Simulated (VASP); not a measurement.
# Cd (Fm-3m) in VASP: notebook

Cd is run at these levels: LDA; tasks: single point.

Program: VASP 6.6.1. These are calculated values, not measurements. Logs are shortened: lines on timing, memory, paths and dates and some standing lists are left out, and cuts for length are marked.

## 1. The cell of the first run

The structure is cubic, space group Fm-3m (No. 225). The conventional cell has a = 4.309 Å, b = 4.309 Å, c = 4.309 Å, α = 90.00°, β = 90.00°, γ = 90.00°. Cd (site symmetry m-3m) has 12 Cd at 3.05 Å within 4.0 Å.

This isn't the form of Cd at room conditions, which is hcp.

## 2. Single point, LDA

The input, INCAR:

```
ALGO     = Normal         # electronic algorithm
EDIFF    = 1E-6           # SCF threshold, eV
ENCUT    = 630            # plane-wave cutoff, eV
GGA_COMPAT= F            
ISIF     = 2              # what is computed and relaxed
ISMEAR   = 0              # smearing method
LASPH    = T              # aspherical terms in the spheres
LCHARG   = T              # write CHGCAR
LELF     = T              # ELF
LREAL    = F              # projectors in reciprocal space
LVHAR    = T            
LWAVE    = F              # write WAVECAR
NBANDS   = 16             # bands
NELM     = 120            # most SCF steps
PREC     = Accurate       # precision mode
SIGMA    = 0.1            # smearing width, eV
```

The input, KPOINTS:

```
k-points
0
Gamma
  8 8 8
```

The input, POSCAR:

```
Cd
1.0
    0.0000000000      2.1544995740      2.1544995740
    2.1544995740      0.0000000000      2.1544995740
    2.1544995740      2.1544995740      0.0000000000
Cd
1
Direct
    0.0000000000      0.0000000000      0.0000000000
```

Potentials or basis: VASP PAW LDA potentials, release 64 (Cd_sv_GW).

On the command line:

```
$ cat potpaw_LDA.64/Cd_sv_GW/POTCAR > POTCAR
$ mpirun -np 1 vasp_std > vasp.out
```

OUTCAR:

```text
EDIFF = 1E-6
   ENCUT = 630
   ISIF = 2
   ISMEAR = 0
   LASPH = T
   LREAL = F
   NELM = 120
   PREC = Accurate

 ion  position               nearest neighbor table
   1  0.000  0.000  0.000-

  LATTYP: Found a face centered cubic cell.
 ALAT       =     4.3089991480

  Lattice vectors:

 A1 = (   0.0000000000,   2.1544995740,   2.1544995740)
 A2 = (   2.1544995740,   0.0000000000,   2.1544995740)
 A3 = (   2.1544995740,   2.1544995740,   0.0000000000)

Analysis of symmetry for initial positions (statically):
=====================================================================
 Subroutine PRICEL returns:
 Original cell was already a primitive cell.

 Routine SETGRP: Setting up the symmetry group for a
 face centered cubic supercell.

 Subroutine GETGRP returns: Found 48 space group operations
 (whereof 48 operations were pure point group operations)
 out of a pool of 48 trial point group operations.

The static configuration has the point symmetry O_h .

Analysis of symmetry for dynamics (positions and initial velocities):
=====================================================================
 Subroutine PRICEL returns:
 Original cell was already a primitive cell.

 Routine SETGRP: Setting up the symmetry group for a
 face centered cubic supercell.

 Subroutine GETGRP returns: Found 48 space group operations
 (whereof 48 operations were pure point group operations)
 out of a pool of 48 trial point group operations.

The dynamic configuration has the point symmetry O_h .

 Subroutine INISYM returns: Found 48 space group operations
 (whereof 48 operations are pure point group operations),
 and found     1 'primitive' translations

----------------------------------------------------------------------------------------

                                     Primitive cell

  volume of cell :      20.0018

  direct lattice vectors                    reciprocal lattice vectors
     0.000000000  2.154499574  2.154499574    -0.232072452  0.232072452  0.232072452
     2.154499574  0.000000000  2.154499574     0.232072452 -0.232072452  0.232072452
     2.154499574  2.154499574  0.000000000     0.232072452  0.232072452 -0.232072452

  length of vectors
     3.046922518  3.046922518  3.046922518     0.401961279  0.401961279  0.401961279

  position of ions in fractional coordinates (direct lattice)
     0.000000000  0.000000000  0.000000000

  ion indices of the primitive-cell ions
   primitive index   ion index
                 1           1

----------------------------------------------------------------------------------------

 KPOINTS: k-points

Automatic generation of k-mesh.
 Grid dimensions read from file:
 generate k-points for:    8    8    8

 Generating k-lattice:

  Cartesian coordinates                     Fractional coordinates (reciprocal lattice)
    -0.029009057  0.029009057  0.029009057     0.125000000  0.000000000  0.000000000
     0.029009057 -0.029009057  0.029009057     0.000000000  0.125000000  0.000000000
     0.029009057  0.029009057 -0.029009057     0.000000000  0.000000000  0.125000000

  Length of vectors
     0.050245160  0.050245160  0.050245160

  Shift w.r.t. Gamma in fractional coordinates (k-lattice)
     0.000000000  0.000000000  0.000000000

 Subroutine IBZKPT returns following result:
 ===========================================

 Found     29 irreducible k-points:

 Following reciprocal coordinates:
            Coordinates               Weight
  0.000000  0.000000  0.000000      1.000000
  0.125000  0.000000  0.000000      8.000000
  0.250000  0.000000  0.000000      8.000000
  0.375000  0.000000  0.000000      8.000000
  0.500000  0.000000  0.000000      4.000000
  0.125000  0.125000  0.000000      6.000000
[... 16 lines left out ...]
  0.500000  0.250000  0.125000     48.000000
 -0.375000  0.250000  0.125000     24.000000
 [... further k-points ...]
   k-points           NKPTS =     29   k-points in BZ     NKDIM =     29   number of bands    NBANDS=     16
   number of dos      NEDOS =    301   number of ions     NIONS =      1
   total plane-waves  NPLWV =  21952
   dimension x,y,z NGX =    28 NGY =   28 NGZ =   28
   dimension x,y,z NGXF=    56 NGYF=   56 NGZF=   56
   ions per type =               1
   NGX,Y,Z   is equivalent  to a cutoff of  15.28, 15.28, 15.28 a.u.
   NGXF,Y,Z  is equivalent  to a cutoff of  30.55, 30.55, 30.55 a.u.
 SYSTEM =  unknown system
   PREC   = accura    normal or accurate (medium, high low for compatibility)
   ISTART =      0    job   : 0-new  1-cont  2-samecut
   ICHARG =      2    charge: 1-file 2-atom 10-const
   ISPIN  =      1    spin polarized calculation?
   LNONCOLLINEAR =      F non collinear calculations
   LSORBIT =      F    spin-orbit coupling
   LASPH  =      T    aspherical Exc in radial PAW
   ENCUT  =  630.0 eV  46.30 Ry    6.80 a.u.   6.24  6.24  6.24*2*pi/ulx,y,z
   NELM   =    120;   NELMIN=  2; NELMDL= -5     # of ELM steps
   EDIFF  = 0.1E-05   stopping-criterion for ELM
   LREAL  =      F    real-space projection
   EDIFFG = 0.1E-04   stopping-criterion for IOM
   NSW    =      0    number of steps for IOM
   IBRION =     -1    ionic relax: 0-MD 1-quasi-New 2-CG
   NFREE  =      0    steps in history (QN), initial steepest desc. (CG)
   ISIF   =      2    stress and relaxation
   ISYM   =      2    0-nonsym 1-usesym 2-fastsym
   POTIM  = 0.5000    time-step for ionic-motion
   TEBEG  =    0.0;   TEEND  =   0.0 temperature during run
   PSTRESS=    0.0 pullay stress
   NELECT =      20.0000    total number of electrons
   NUPDOWN=      -1.0000    fix difference up-down
   EMIN   =  10.00;   EMAX   =-10.00  energy-range for DOS
   EFERMI =   0.00;   METHOD = LEGACY
   ISMEAR =     0;   SIGMA  =   0.10  broadening in eV -4-tet -1-fermi 0-gaus
   EFERMI_NEDOS =   21; number of points for ismear=-14 and -15
   IALGO  =     38    algorithm
   IMIX   =      4    mixing-type and parameters
     AMIX     =   0.40;   BMIX     =  1.00
     AMIX_MAG =   1.60;   BMIX_MAG =  1.00
  volume/ion in A,a.u.               =      20.00       134.98
  Fermi-wavevector in a.u.,A,eV,Ry     =   1.637049  3.093575 36.462666  2.679930
  Thomas-Fermi vector in A             =   2.728254
   LORBIT       =      0    0 simple, 1 ext, 2 COOP (PROOUT), +10 PAW based schemes
   GGA     = CA    functional components
   LHFCALC =     F    Hartree Fock is set to
   AEXX    =    0.0000 exact exchange contribution
   IVDW    =     0    specifies the selected vdW correction
   LEPSILON=     F    determine dielectric tensor
   LRPA    =     F    only Hartree local field effects (RPA)
 non-spin polarized calculation
 Gauss-broadening in eV      SIGMA  =   0.10
  energy-cutoff  :      630.00
  volume of cell :       20.00
 maximum number of plane-waves:       730
 NGX is ok and might be reduce to    28
   NGX = 13   NGY = 13   NGZ = 13

 number of electron      20.0000005 magnetization

 Free energy of the ion-electron system (eV)
  ---------------------------------------------------
  ext. energy  EPLUGINS =         0.00000000
  ---------------------------------------------------
  free energy    TOTEN  =        -1.50974483 eV

  energy without entropy =       -1.50792098  energy(sigma->0) =       -1.50883290

 E-fermi :   6.6826     XC(G=0): -12.1216

 val. band max:        6.5280276218   @ k =  -0.3750   0.3750   0.1250
 cond. band min:       6.7716892424   @ k =   0.5000   0.1250   0.0000
 fundamental gap:      0.2436616206
 Fermi energy:         6.6825574684

 k-point     1 :       0.0000    0.0000    0.0000
  band No.  band energies     occupation
      1     -95.5236      2.00000
      2     -56.8654      2.00000
      3     -56.8654      2.00000
      4     -56.8654      2.00000
      5      -2.5191      2.00000
      6      -2.3514      2.00000
[... 8 lines left out ...]
     15      26.3293      0.00000
     16      26.3293      0.00000

 k-point     2 :       0.1250    0.0000    0.0000
  band No.  band energies     occupation
      1     -95.5230      2.00000
      2     -56.8729      2.00000
      3     -56.8666      2.00000
      4     -56.8666      2.00000
      5      -2.4716      2.00000
      6      -2.2822      2.00000
[... 8 lines left out ...]
     15      25.9119      0.00000
     16      26.6251      0.00000

 k-point     3 :       0.2500    0.0000    0.0000
  band No.  band energies     occupation
      1     -95.5214      2.00000
      2     -56.8917      2.00000
      3     -56.8695      2.00000
      4     -56.8695      2.00000
      5      -2.6957      2.00000
      6      -2.2314      2.00000
[... 8 lines left out ...]
     15      25.4522      0.00000
     16      25.5910      0.00000

 k-point     4 :       0.3750    0.0000    0.0000
  band No.  band energies     occupation
      1     -95.5198      2.00000
      2     -56.9103      2.00000
      3     -56.8726      2.00000
      4     -56.8726      2.00000
      5      -2.9131      2.00000
      6      -2.3039      2.00000
[... 8 lines left out ...]
     15      24.5858      0.00000
     16      24.5858      0.00000
[... 324 lines left out ...]
 k-point    22 :       0.3750    0.2500    0.1250
  band No.  band energies     occupation
      1     -95.5202      2.00000
      2     -56.8965      2.00000
      3     -56.8795      2.00000
      4     -56.8731      2.00000
      5      -2.6366      2.00000
      6      -2.3095      2.00000
[... 8 lines left out ...]
     15      22.7167      0.00000
     16      26.6199      0.00000

 k-point    23 :       0.5000    0.2500    0.1250
  band No.  band energies     occupation
      1     -95.5190      2.00000
      2     -56.9068      2.00000
      3     -56.8855      2.00000
      4     -56.8765      2.00000
      5      -2.6593      2.00000
      6      -2.4303      2.00000
[... 8 lines left out ...]
     15      24.7630      0.00000
     16      27.2484      0.00000

 k-point    24 :      -0.3750    0.2500    0.1250
  band No.  band energies     occupation
      1     -95.5184      2.00000
      2     -56.9113      2.00000
      3     -56.8874      2.00000
      4     -56.8783      2.00000
      5      -2.6672      2.00000
      6      -2.5132      2.00000
[... 8 lines left out ...]
     15      25.0436      0.00000
     16      29.4884      0.00000

 [... further k-points ...]

------------------------ aborting loop because EDIFF is reached ----------------------------------------

  FORCE on cell =-STRESS in cart. coord.  units (eV):
  Direction    XX          YY          ZZ          XY          YZ          ZX
  --------------------------------------------------------------------------------------
  -------------------------------------------------------------------------------------
  Total       -0.0118190     -0.0118190     -0.0118190      0.0000000     -0.0000000      0.0000000
  in kB       -0.9467218     -0.9467218     -0.9467218      0.0000000     -0.0000000      0.0000000
  external PRESSURE =      -0.9467218 kB  Pullay stress =       0.0000000 kB

 VOLUME and BASIS-vectors are now :
 -----------------------------------------------------------------------------
  energy-cutoff  :      630.00
  volume of cell :       20.00
      direct lattice vectors                 reciprocal lattice vectors
     0.000000000  2.154499574  2.154499574    -0.232072452  0.232072452  0.232072452
     2.154499574  0.000000000  2.154499574     0.232072452 -0.232072452  0.232072452
     2.154499574  2.154499574  0.000000000     0.232072452  0.232072452 -0.232072452

 POSITION                                       TOTAL-FORCE (eV/Angst)
 -----------------------------------------------------------------------------------
      0.00000      0.00000      0.00000         0.000000      0.000000      0.000000
 -----------------------------------------------------------------------------------
    total drift:                               -0.000000     -0.000000     -0.000000

  FREE ENERGIE OF THE ION-ELECTRON SYSTEM (eV)
  ---------------------------------------------------
  free  energy   TOTEN  =        -1.5097448294 eV

  energy  without entropy=       -1.5079209754  energy(sigma->0) =       -1.50883290
```

Wall time 12 s (1 thread of Intel Xeon Platinum 8488C (Sapphire Rapids), shared host); peak memory 0.15 GiB.

Results:

```
Free energy            : -1.5097 eV
Pressure               : -0.1 GPa
Band gap on the k mesh : zero (bands 10 and 11 overlap by 3.33 eV)
```

Levels at points of the mesh, in eV from the Fermi level:
| k point | band 6 | band 7 | band 8 | band 9 | band 10 | band 11 | band 12 | band 13 | band 14 | band 15 |
| --- | --- | --- | --- | --- | --- | --- | --- | --- | --- | --- |
| (0.00, 0.00, 0.00) | -9.03 | -9.03 | -9.03 | -8.47 | -8.47 | 13.71 | 15.63 | 15.63 | 15.63 | 19.65 |
| (0.50, 0.00, 0.00) | -9.03 | -9.03 | -8.02 | -8.02 | -2.39 | -0.91 | 12.99 | 13.27 | 13.27 | 17.60 |
| (0.50, 0.50, 0.00) | -9.75 | -8.05 | -7.91 | -7.91 | -0.78 | 1.98 | 7.19 | 7.19 | 12.08 | 12.23 |

## 3. Single point, LDA

This run uses another cell than the first one, of 17.86 Å³/atom.

The input, INCAR:

```
ALGO = Normal ; EDIFF = 1E-6
ENCUT = 630 ; GGA_COMPAT = False
ISIF = 2 ; ISMEAR = 0
LASPH = True ; LCHARG = False
LREAL = False ; LWAVE = False
NBANDS = 16 ; NELM = 120
PREC = Accurate ; SIGMA = 0.1
```

KPOINTS is that of step 2.

The input, POSCAR:

```
Cd
1.0
    0.0000000000      2.0748443938      2.0748443938
    2.0748443938      0.0000000000      2.0748443938
    2.0748443938      2.0748443938      0.0000000000
Cd
1
Direct
    0.0000000000      0.0000000000      0.0000000000
```

Potentials or basis: VASP PAW LDA potentials, release 64 (Cd_sv_GW).

On the command line:

```
$ cat potpaw_LDA.64/Cd_sv_GW/POTCAR > POTCAR
$ mpirun -np 1 vasp_std > vasp.out
```

Run time: 6.7 s. Hardware: 1 thread of Intel Xeon Platinum 8259CL at 2.50GHz (Skylake/Cascade Lake), shared host; peak memory 0.14 GiB.

It converged, with:

```
Free energy            : -1.4448 eV
Pressure               : 10.0 GPa
Band gap on the k mesh : zero (bands 10 and 11 overlap by 3.17 eV)
```

Levels at points of the mesh, in eV from the Fermi level:
```tsv
k point	band 8	band 9	band 10	band 11	band 12	band 13
(0.00, 0.00, 0.00)	-9.46	-8.75	-8.75	13.83	16.53	16.53
(0.50, 0.00, 0.00)	-8.19	-8.19	-2.91	-0.67	13.12	14.24
(0.50, 0.50, 0.00)	-8.04	-8.04	-1.12	2.49	7.54	7.54
```

Caveat: the cell stands under pressure.

## 4. Single point, LDA

This run uses another cell than the first one, of 15.82 Å³/atom.

The input, INCAR:

```
SYSTEM = Cd
  ALGO = Normal
  EDIFF = 1E-6
  ENCUT = 630
  GGA = CA
  GGA_COMPAT = .FALSE.
  ISIF = 2
  ISMEAR = 0
  LASPH = .TRUE.
  LCHARG = .FALSE.
  LREAL = .FALSE.
  LWAVE = .FALSE.
  NBANDS = 16
  NELM = 120
  PREC = Accurate
  SIGMA = 0.1
```

The input, KPOINTS:

```
k-points
0
G
  8 8 8
  0 0 0
```

The input, POSCAR:

```
Cd
1.0
    0.0000000000      1.9922776735      1.9922776735
    1.9922776735      0.0000000000      1.9922776735
    1.9922776735      1.9922776735      0.0000000000
Cd
1
Direct
    0.0000000000      0.0000000000      0.0000000000
```

On the command line:

```
$ cat potpaw_LDA.64/Cd_sv_GW/POTCAR > POTCAR
$ mpirun -np 1 vasp_std > vasp.out
```

Run time: 7 s. Hardware: 1 thread of Intel Xeon Platinum 8488C (Sapphire Rapids), shared host; peak memory 0.14 GiB.

The run converged. Its results:

```
Free energy            : -1.1993 eV
Pressure               : 30.3 GPa
Band gap on the k mesh : zero (bands 10 and 11 overlap by 2.97 eV)
```

Levels at points of the mesh, in eV from the Fermi level:
```
           k point  band 6  band 7  band 8  band 9  band 10  band 11  band 12  band 13  band 14  band 15
(0.00, 0.00, 0.00)  -10.27  -10.27  -10.27   -9.36    -9.36    13.61    17.11    17.11    17.11    22.54
(0.50, 0.00, 0.00)  -10.27  -10.27   -8.65   -8.65    -3.77    -0.57    12.91    15.04    15.04    19.97
(0.50, 0.50, 0.00)  -11.52   -8.68   -8.46   -8.46    -1.77     2.87     7.66     7.66    13.82    14.40
```

Caveat: the cell stands under pressure.

## 5. The runs side by side

```tsv
cell	gap on the mesh (eV)	pressure (GPa)
a = 3.047 Å, angles 60.0°, 1 atom	none	-0.1
a = 2.934 Å, angles 60.0°, 1 atom	none	10.0
a = 2.818 Å, angles 60.0°, 1 atom	none	30.3
```

Alike in all rows: task single point; level LDA; potentials or basis VASP PAW LDA potentials, release 64 (Cd_sv_GW); no spin polarisation; k mesh 8 × 8 × 8; cutoff (eV) 630; smearing gaussian 0.1 eV.

Caveats: the cell stands under pressure (at least some runs).

Total energies depend on the potentials used, so only differences within one code and one set of settings carry meaning.

The gap in the log of VASP goes by the Fermi energy; the results here count the filled bands.